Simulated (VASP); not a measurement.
Here is a VASP 6.6.1 calculation.

INCAR

```
  ALGO = Normal
  EDIFF = 1E-7
  ENCUT = 520
  GGA = PE
  ISIF = 2
  ISMEAR = 0
  LASPH = True
  LCHARG = False
  LREAL = False
  LWAVE = False
  NBANDS = 18
  NELM = 100
  PREC = Accurate
  SIGMA = 0.15
```

KPOINTS

```
k-points
0
Gamma
  14 14 14
```

POSCAR

```
BiTe
1.0
   -1.0228044302      2.8127121831      2.8127121831
    2.8127121831     -1.0228044302      2.8127121831
    2.8127121831      2.8127121831     -1.0228044302
Bi Te
1 1
Direct
    0.0000000000      0.0000000000      0.0000000000
    0.5000000000      0.5000000000      0.5000000000
```

Potentials or basis: VASP PAW PBE potentials, release 64 (Bi_d, Te).

Command:

```bash
$ cat potpaw_PBE.64/Bi_d/POTCAR potpaw_PBE.64/Te/POTCAR > POTCAR
$ mpirun -np 1 vasp_std > vasp.out
```

Q: Estimate the band gap on the k mesh.

A: Zero (an odd number of electrons rules out a gap without spin polarisation).

Q: Predict the pressure.

A: -3.9 GPa.

Stress tensor (GPa, compression positive):
```
-3.95  1.11  1.11
 1.11 -3.95  1.11
 1.11  1.11 -3.95
```

Caveat: the cell stands under tension; spin-orbit coupling is left out, which moves the levels of the heavy elements.
